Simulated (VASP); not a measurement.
Runs of VASP 6.6.1 on Li2Se. The structure is that of space group Fm-3m (No. 225), or close to it. The cells are those of the table. 

| cell | gap on the mesh (eV) | pressure (GPa) |
| --- | --- | --- |
| a = 4.189 Å, angles 60.0°, 3 atoms | (a) | 0.4 |
| a = 4.246 Å, angles 60.0°, 3 atoms | (b) | -1.0 |
| a = 4.357 Å, angles 60.0°, 3 atoms | 2.93 | -3.1 |
| a = 4.302 Å, angles 60.0°, 3 atoms | 3.08 | -2.1 |
| a = 4.130 Å, angles 60.0°, 3 atoms | 3.04 | 2.1 |

Alike in all rows: task single point; level PBEsol; potentials or basis VASP PAW PBE potentials, release 64 (Li_sv, Se); no spin polarisation; k mesh 5 × 5 × 5; cutoff (eV) 750; smearing gaussian 0.01 eV.

**Question.** Estimate the missing entries.

**Answer.** (a) 3.07; (b) 3.09.

Caveats: the PAW data sets were made with another functional, which shifts forces and pressure a little.

A k mesh can miss the band edges, and the runs leave out spin-orbit coupling on Se.
